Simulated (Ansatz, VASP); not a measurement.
TiO2 in VASP and in Ansatz

```
Ti O
1.0
     4.59400    0.00000    0.00000
     0.00000    4.59400    0.00000
     0.00000    0.00000    2.95900
Ti O
2 4
Direct
  0.00000 0.00000 0.00000
  0.50000 0.50000 0.50000
  0.30600 0.30600 0.00000
  0.19400 0.80600 0.50000
  0.69400 0.69400 0.00000
  0.80600 0.19400 0.50000
```

Alike in both runs: task electric field gradients; functional PBE; k mesh 7 × 7 × 10; occupations fermi-dirac, width 0.05 eV; no spin polarisation.

```csv
,VASP,Ansatz
version,VASP 6.6.1,Ansatz 0.2.0
potentials or method,"VASP PAW PBE potentials, release 64 (Ti_sv, O), cutoff 520 eV","all-electron PAW with datasets made for the crystal, scalar-relativistic"
```

|  | VASP | Ansatz | Ansatz less VASP |
| --- | --- | --- | --- |
| gap on the k mesh at the Fermi level (eV) | 1.91 | 1.93 | +0.020 |
| pressure (GPa) | 6.1 | 5.4 | -0.70 |
| traceless stress, the component that is largest in VASP (GPa) | -0.32 | -0.57 | -0.246 |
| rms of the force components (eV/Å) | 0.124 | 0.110 | -0.0139 |
| size of Vzz on the site where it differs most (V/Å²) | 25.6 | 25.1 | -0.50 |

Atom by atom the forces differ by 0.014 eV/Å (rms over components). Ansatz ran all-electron here, and VASP with PAW potentials.
